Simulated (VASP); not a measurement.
Input of a VASP 6.6.1 run:

Contents of INCAR:

```
SYSTEM = LiH
PREC = Accurate
ENCUT = 520
EDIFF = 1E-6
ISMEAR = -1
SIGMA = 0.02
LREAL = .FALSE.
LASPH = .TRUE.
NELM = 80
ALGO = Normal
ISIF = 2
LWAVE = .FALSE.
LCHARG = .FALSE.
GGA = PE
NBANDS = 9
```

File KPOINTS:

```
Automatic mesh
0
G
  10 10 10
  0 0 0
```

POSCAR

```
LiH
1.0
    0.0000000000      2.0464598292      2.0464598292
    2.0464598292      0.0000000000      2.0464598292
    2.0464598292      2.0464598292      0.0000000000
Li H
1 1
Direct
    0.0000000000      0.0000000000      0.0000000000
    0.5000000000      0.5000000000      0.5000000000
```

Potentials or basis: VASP PAW PBE potentials, release 64 (Li_sv, H).

Command:

```console
$ cat potpaw_PBE.64/Li_sv/POTCAR potpaw_PBE.64/H/POTCAR > POTCAR
$ mpirun -np 1 vasp_std > vasp.out
```

What does it give for the band gap on the k mesh?

3.02 eV.

Caveat: the cell differs from its parent crystal (strain +2.2%). A k mesh can miss the band edges.
